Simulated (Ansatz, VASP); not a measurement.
# SnTe in VASP and in Ansatz

```
CELL_PARAMETERS angstrom
0.04252 3.23185 3.23185
3.23185 0.04252 3.23185
3.23185 3.23185 0.04252
ATOMIC_POSITIONS crystal
Sn 0.00000 0.00000 0.00000
Te 0.50000 0.50000 0.50000
```

Change from the starting cell: shear_111 strain +2.0%.

Alike in both runs: task single point; functional r2SCAN; k mesh 8 × 8 × 8; occupations fermi-dirac, width 0.02 eV; no spin polarisation.

|  | VASP | Ansatz |
| --- | --- | --- |
| version | VASP 6.6.1 | Ansatz 0.2.0 |
| potentials or method | VASP PAW PBE potentials, release 64 (Sn_d, Te) | plane waves, PAW |
| plane-wave cutoff (eV) | 520 | 500 |
| valence electrons in the cell | 20 | 30 |

Ansatz gave:

```
pressure (GPa)                                                : -0.9
traceless stress, the component that is largest in VASP (GPa) : -0.22
```

Estimate VASP's values.

pressure (GPa): -1.0; traceless stress, the component that is largest in VASP (GPa): -0.22.

VASP's potentials were made for PBE, not for r2SCAN. VASP's potentials hold 20 valence electrons a cell and Ansatz's 30, so a difference there can come from the potentials and not from the codes.

Spin-orbit coupling is off throughout.
